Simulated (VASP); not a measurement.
Wanted: the native input for a VASP 6.6.1 run.

```
Task                   : single point
Functional             : LDA
Potentials or basis    : VASP PAW LDA potentials, release 64 (Cd, I)
Cutoff                 : 500 eV
k mesh                 : 10 × 10 × 6
Occupations            : gaussian, width 0.05 eV
Spin                   : no spin polarisation
Dipole correction      : no
Further INCAR settings : ALGO = Normal; EDIFF = 1e-06; NBANDS = 20
```

The structure of CdI2 lies in POSCAR:

```
CdI2
1.0
    4.3297118284      0.0000000000      0.0000000000
   -2.1648559142      3.7496404344      0.0000000000
    0.0000000000      0.0000000000      7.8151329916
Cd I
1 2
Direct
    0.0000000000      0.0000000000      0.0000000000
    0.3333333333      0.6666666667      0.2199462841
    0.6666666667      0.3333333333      0.7800537159
```

The input as run:

INCAR

```
SYSTEM = CdI2
PREC = Accurate
ENCUT = 500
EDIFF = 1E-6
ISMEAR = 0
SIGMA = 0.05
LREAL = .FALSE.
LASPH = .TRUE.
NELM = 120
ALGO = Normal
ISIF = 2
LWAVE = .FALSE.
LCHARG = .FALSE.
GGA = CA
NBANDS = 20
GGA_COMPAT = .FALSE.
```

KPOINTS

```
Automatic mesh
0
G
  10 10 6
  0 0 0
```

Potentials or basis: VASP PAW LDA potentials, release 64 (Cd, I).

The run is started by

```console
$ cat potpaw_LDA.64/Cd/POTCAR potpaw_LDA.64/I/POTCAR > POTCAR
$ mpirun -np 1 vasp_std > vasp.out
```

Results of the run:

```json
{
 "Pressure": "-2.7 GPa",
 "Largest force": "0.406 eV/Å",
 "Band gap on the k mesh": "2.25 eV (least direct gap 2.30 eV)"
}
```

Caveat: spin-orbit coupling is left out, which moves the levels of the heavy elements.

Wall time 77 s on 1 thread of AMD EPYC 9R14 (Zen 4), with other jobs on the host, peak memory 0.28 GiB.
